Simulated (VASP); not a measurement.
A run of VASP 6.6.1 is set up as follows.

File INCAR:

```
SYSTEM = Ni
PREC = Accurate
ENCUT = 520
EDIFF = 1E-7
ISMEAR = -1
SIGMA = 0.1
LREAL = .False.
LASPH = .True.
NELM = 100
ALGO = Normal
ISIF = 2
LWAVE = .False.
LCHARG = .True.
GGA = RE
LELF = .True.
LVHAR = .True.
NBANDS = 11
```

KPOINTS

```
Automatic mesh
0
Gamma
  18 18 18
  0 0 0
```

Contents of POSCAR:

```
Ni
1.0
   -1.4260601534      1.4260601534      1.4260601534
    1.4260601534     -1.4260601534      1.4260601534
    1.4260601534      1.4260601534     -1.4260601534
Ni
1
Direct
    0.0000000000      0.0000000000      0.0000000000
```

Potentials or basis: VASP PAW PBE potentials, release 64 (Ni).

The run is started by

```bash
$ cat potpaw_PBE.64/Ni/POTCAR > POTCAR
$ mpirun -np 1 vasp_std > vasp.out
```

(1) Estimate the pressure.

(2) Predict the band gap on the k mesh.

Answers

(1) -6.3 GPa.

(2) zero (band 5 reaches 8.76 eV, above the bottom of band 6 at 7.84 eV).

Caveat: the PAW data sets were made with another functional, which shifts forces and pressure a little; the run has no spin polarisation, though such a crystal can be magnetic.
